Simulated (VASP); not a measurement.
# KI (I4/mmm) in VASP: further runs, part 2 of 2

VASP 6.6.1. The steps go on from the part before.

## Step 4: Single point, r2SCAN (strain +0.0400 x Voigt [0, 0, 1, 0, 0, 0])

POSCAR reads:

```
KI
1.0
    0.0000000000      3.5245500000      3.6655320000
    3.5245500000      0.0000000000      3.6655320000
    3.5245500000      3.5245500000      0.0000000000
K I
1 1
Direct
    0.0000000000      0.0000000000      0.0000000000
    0.5000000000      0.5000000000      0.5000000000
```

INCAR.step1 reads:

```
  ALGO = Normal
  EDIFF = 1E-4
  ENCUT = 520
  GGA = PE
  ISMEAR = 0
  LASPH = True
  LCHARG = False
  LREAL = False
  LWAVE = True
  NBANDS = 15
  NELM = 100
  PREC = Accurate
  SIGMA = 0.05
```

INCAR.step2 reads:

```
  ALGO = Normal
  EDIFF = 1E-6
  ENCUT = 520
  ISIF = 2
  ISMEAR = 0
  ISTART = 1
  LASPH = True
  LCHARG = True
  LELF = True
  LMIXTAU = True
  LREAL = False
  LVHAR = True
  LWAVE = False
  METAGGA = R2SCAN
  NBANDS = 15
  NELM = 100
  PREC = Accurate
  SIGMA = 0.05
```

KPOINTS reads:

```
k-points
0
Gamma
  6 6 6
```

Potentials or basis: VASP PAW PBE potentials, release 64 (K_sv, I).

Run with:

```bash
> cat potpaw_PBE.64/K_sv/POTCAR potpaw_PBE.64/I/POTCAR > POTCAR
> cp INCAR.step1 INCAR
> mpirun -np 1 vasp_std > vasp.out
> cp INCAR.step2 INCAR
> mpirun -np 1 vasp_std > vasp.out
```

OUTCAR:

```text
EDIFF = 1E-6
   ENCUT = 520
   ISIF = 2
   ISMEAR = 0
   ISTART = 1
   LASPH = True
   LREAL = False
   METAGGA = R2SCAN
   NELM = 100
   PREC = Accurate

 ion  position               nearest neighbor table
   1  0.000  0.000  0.000-   2 3.52   2 3.52   2 3.52   2 3.52   2 3.67   2 3.67
   2  0.500  0.500  0.500-   1 3.52   1 3.52   1 3.52   1 3.52   1 3.67   1 3.67

  LATTYP: Found a body centered tetragonal cell.
 ALAT       =     4.9844664113
 C/A-ratio  =     1.4707821049

  Lattice vectors:

 A1 = (  -3.5245500000,   0.0000000000,   3.6655320000)
 A2 = (   3.5245500000,   0.0000000000,   3.6655320000)
 A3 = (   0.0000000000,   3.5245500000,  -3.6655320000)

Analysis of symmetry for initial positions (statically):
=====================================================================
 Subroutine PRICEL returns:
 Original cell was already a primitive cell.

 Routine SETGRP: Setting up the symmetry group for a
 body centered tetragonal supercell.

 Subroutine GETGRP returns: Found 16 space group operations
 (whereof 16 operations were pure point group operations)
 out of a pool of 16 trial point group operations.

The static configuration has the point symmetry D_4h.

[... 169 lines left out ...]
  band No.  band energies     occupation
      1     -30.6317      2.00000
      2     -13.3468      2.00000
      3     -13.3417      2.00000
      4     -13.3417      2.00000
      5     -11.6852      2.00000
      6      -0.9241      2.00000
      7      -0.9160      2.00000
      8      -0.9160      2.00000
      9       3.6048      0.00000
     10       5.9946      0.00000
     11       6.2245      0.00000
     12       6.2245      0.00000
     13       6.9027      0.00000
     14       7.0538      0.00000
[... 401 lines left out ...]
      2     -13.3964      2.00000
      3     -13.3641      2.00000
      4     -13.3575      2.00000
      5     -11.5109      2.00000
      6      -1.8460      2.00000
      7      -1.4229      2.00000
      8      -1.2758      2.00000
      9       4.8936      0.00000
     10       5.9270      0.00000
     11       7.3608      0.00000
     12       7.9886      0.00000
     13       8.6681      0.00000
     14       9.0459      0.00000
     15       9.6173      0.00000

 [... further k-points ...]
[... 5 lines left out ...]
  --------------------------------------------------------------------------------------
  -------------------------------------------------------------------------------------
  Total        0.0587031      0.0587031     -0.4440236      0.0000000      0.0000000      0.0000000
  in kB        1.0327551      1.0327551     -7.8116413      0.0000000      0.0000000      0.0000000
  external PRESSURE =      -1.9153771 kB  Pullay stress =       0.0000000 kB

 VOLUME and BASIS-vectors are now :
 -----------------------------------------------------------------------------
  energy-cutoff  :      520.00
  volume of cell :       91.07
      direct lattice vectors                 reciprocal lattice vectors
     0.000000000  3.524550000  3.665532000    -0.141862082  0.141862082  0.136405848
     3.524550000  0.000000000  3.665532000     0.141862082 -0.141862082  0.136405848
     3.524550000  3.524550000  0.000000000     0.141862082  0.141862082 -0.136405848

 POSITION                                       TOTAL-FORCE (eV/Angst)
 -----------------------------------------------------------------------------------
      0.00000      0.00000      0.00000         0.000000      0.000000     -0.000000
      3.52455      3.52455      3.66553         0.000000      0.000000      0.000000
 -----------------------------------------------------------------------------------
    total drift:                                0.000000     -0.000000     -0.000000

  FREE ENERGIE OF THE ION-ELECTRON SYSTEM (eV)
  ---------------------------------------------------
  free  energy   TOTEN  =       -33.9764553365 eV

  energy  without entropy=      -33.9764553365  energy(sigma->0) =      -33.97645534
```

OUTCAR.step1:

```text
EDIFF = 1E-4
   ENCUT = 520
   GGA = PE
   ISMEAR = 0
   LASPH = True
[... 654 lines left out ...]
 -----------------------------------------------------------------------------------
      0.00000      0.00000      0.00000        -0.000000      0.000000     -0.000000
      3.52455      3.52455      3.66553         0.000000     -0.000000      0.000000
 -----------------------------------------------------------------------------------
    total drift:                                0.000000     -0.000000     -0.000000

  FREE ENERGIE OF THE ION-ELECTRON SYSTEM (eV)
  ---------------------------------------------------
  free  energy   TOTEN  =        -5.5576957853 eV

  energy  without entropy=       -5.5576957853  energy(sigma->0) =       -5.55769579
```

OSZICAR.step1:

```text
N       E                     dE             d eps       ncg     rms          rms(c)
DAV:   1     0.914862250000E+02    0.91486E+02   -0.65144E+03   900   0.909E+02
DAV:   2     0.184646028274E+00   -0.91302E+02   -0.84788E+02  1167   0.210E+02
DAV:   3    -0.535350688785E+01   -0.55382E+01   -0.55114E+01  1231   0.457E+01
DAV:   4    -0.564258183613E+01   -0.28907E+00   -0.28900E+00  1460   0.922E+00
DAV:   5    -0.564505870802E+01   -0.24769E-02   -0.24768E-02  1259   0.791E-01    0.291E+00
DAV:   6    -0.555643819055E+01    0.88621E-01   -0.10073E-01  1159   0.178E+00    0.208E+00
DAV:   7    -0.555130585475E+01    0.51323E-02   -0.11722E-01  1222   0.168E+00    0.789E-01
DAV:   8    -0.555703241628E+01   -0.57266E-02   -0.12615E-02   992   0.709E-01    0.128E-01
DAV:   9    -0.555753404706E+01   -0.50163E-03   -0.10856E-03  1271   0.186E-01    0.780E-02
DAV:  10    -0.555764360823E+01   -0.10956E-03   -0.11781E-04   962   0.601E-02    0.217E-02
DAV:  11    -0.555769578530E+01   -0.52177E-04   -0.69116E-05   962   0.487E-02
   1 F= -.55576958E+01 E0= -.55576958E+01  d E =-.225634E-16
```

It took 2.1 min on 1 thread of AMD EPYC 9R45 (Zen 5), shared host; peak memory 0.24 GiB.

Results:

| Quantity | Value |
| --- | --- |
| Free energy | -33.9765 eV |
| Pressure | -0.2 GPa |
| Band gap on the k mesh | 4.52 eV |

Stress tensor (GPa, compression positive):
```
 0.10  0.00  0.00
 0.00  0.10  0.00
 0.00  0.00 -0.78
```

Caveat: the cell differs from its parent crystal (strain +0.0400 x Voigt [0, 0, 1, 0, 0, 0]); the PAW data sets were made with another functional, which shifts forces and pressure a little; spin-orbit coupling is left out, which moves the levels of the heavy elements.

## Step 5: Summary

| cell | gap on the mesh (eV) | pressure (GPa) |
| --- | --- | --- |
| a = 5.060, b = 5.060, c = 4.984 Å, angles 60.5, 60.5, 59.0°, 2 atoms | 4.55 | -0.1 |
| a = 5.072, b = 5.072, c = 4.984 Å, angles 60.6, 60.6, 58.9°, 2 atoms | 4.53 | -0.1 |
| a = 5.085, b = 5.085, c = 4.984 Å, angles 60.7, 60.7, 58.7°, 2 atoms | 4.52 | -0.2 |

Alike in all rows: task single point; level r2SCAN; potentials or basis VASP PAW PBE potentials, release 64 (K_sv, I); no spin polarisation; k mesh 6 × 6 × 6; cutoff (eV) 520; smearing gaussian 0.05 eV.

Caveats: the PAW data sets were made with another functional, which shifts forces and pressure a little; spin-orbit coupling is left out, which moves the levels of the heavy elements.

Total energies depend on the potentials used, so only differences within one code and one set of settings carry meaning.
